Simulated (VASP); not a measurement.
Runs of VASP 6.6.1 on BaOs3. The structure is that of space group Pm-3m (No. 221), or close to it. The cells are those of the table. 

```csv
cell,gap on the mesh (eV),pressure (GPa)
"a = 4.140 Å, 4 atoms",none,2.3
"a = 4.167 Å, 4 atoms",none,-0.9
"a = 4.085 Å, 4 atoms",none,10.1
"a = 4.057 Å, 4 atoms",none,(a)
```

Alike in all rows: task single point; level PBEsol; potentials or basis VASP PAW PBE potentials, release 64 (Ba_sv, Os); no spin polarisation; k mesh 8 × 8 × 8; cutoff (eV) 520; smearing gaussian 0.05 eV.

Estimate the missing entries.

(a) 14.6.

Caveats: the PAW data sets were made with another functional, which shifts forces and pressure a little; spin-orbit coupling is left out, which moves the levels of the heavy elements; the cell stands under pressure (at least some runs).

A k mesh can miss the band edges, and the runs leave out spin-orbit coupling on Ba, Os.

A gap of «none» marks levels without a gap at the run's occupations.
